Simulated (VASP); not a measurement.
Wanted: the native input for a VASP 6.6.1 run.

```
Task                   : single point
Functional             : PBE
Potentials or basis    : VASP PAW PBE potentials, release 64 (Cd, Se)
Cutoff                 : 500 eV
k mesh                 : 6 × 6 × 6
Occupations            : gaussian, width 0.01 eV
Spin                   : no spin polarisation
Dipole correction      : no
Further INCAR settings : ALGO = Normal; EDIFF = 1e-06; NBANDS = 16
```

The structure of CdSe lies in POSCAR:

```
CdSe
1.0
    0.0000000000      3.0984599226      3.0984599226
    3.0984599226      0.0000000000      3.0984599226
    3.0984599226      3.0984599226      0.0000000000
Cd Se
1 1
Direct
    0.0000000000      0.0000000000      0.0000000000
    0.2500000000      0.2500000000      0.2500000000
```

These files were run (other wordings do the same):

INCAR

```
PREC     = Accurate       # precision mode
ENCUT    = 500            # plane-wave cutoff, eV
EDIFF    = 1E-6           # SCF threshold, eV
ISMEAR   = 0              # smearing method
SIGMA    = 0.01           # smearing width, eV
LREAL    = F              # projectors in reciprocal space
LASPH    = T              # aspherical terms in the spheres
NELM     = 120            # most SCF steps
ALGO     = Normal         # electronic algorithm
ISIF     = 2              # what is computed and relaxed
LWAVE    = F              # write WAVECAR
LCHARG   = F              # write CHGCAR
GGA      = PE             # functional
NBANDS   = 16             # bands
GGA_COMPAT= F
```

KPOINTS

```
regular mesh
0
Gamma
  6 6 6
```

Potentials or basis: VASP PAW PBE potentials, release 64 (Cd, Se).

Launch:

```console
$ cat potpaw_PBE.64/Cd/POTCAR potpaw_PBE.64/Se/POTCAR > POTCAR
$ mpirun -np 1 vasp_std > vasp.out
```

Results of the run:

```
Pressure               : 0.2 GPa
Band gap on the k mesh : 0.49 eV
```

Run time: 6.2 s on 1 thread of Intel(R) Xeon(R) 6975P-C (Granite Rapids), with other jobs on the host, peak memory 0.17 GiB.
